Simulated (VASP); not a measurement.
CoSi, 8 atoms in the cell. It takes space group P2_13 (No. 198, cubic). Conventional cell: a = 4.294 Å, b = 4.294 Å, c = 4.294 Å, α = 90.00°, β = 90.00°, γ = 90.00°. Within 3.0 Å of Co (site symmetry 3) lie 7 Si at 2.25 to 2.34 Å and 6 Co at 2.64 Å. Within 3.0 Å of Si (site symmetry 3) lie 7 Co at 2.25 to 2.34 Å and 6 Si at 2.66 Å. 

```yaml
Program: VASP 6.6.1
Task: single point
Functional: r2SCAN
Potentials_or_basis: VASP PAW PBE potentials, release 64 (Co, Si)
Cutoff: 520 eV
k_mesh: 8 × 8 × 8
Occupations: gaussian, width 0.1 eV
Spin: no spin polarisation
Dipole_correction: no
Further_INCAR_settings: ALGO = Normal; EDIFF = 1e-07; NBANDS = 36
```

Potentials or basis: VASP PAW PBE potentials, release 64 (Co, Si).

Command:

```bash
$ cat potpaw_PBE.64/Co/POTCAR potpaw_PBE.64/Si/POTCAR > POTCAR
$ cp INCAR.step1 INCAR
$ mpirun -np 1 vasp_std > vasp.out
$ cp INCAR.step2 INCAR
$ mpirun -np 1 vasp_std > vasp.out
```

Hardware: 1 thread of Intel Xeon 8259CL, on a shared host.

Task: How long does it take, and how much memory?

Result: Wall time 7.2 min on 1 thread of Intel Xeon 8259CL (shared host), peak memory 0.25 GiB. Counts: k points 45.
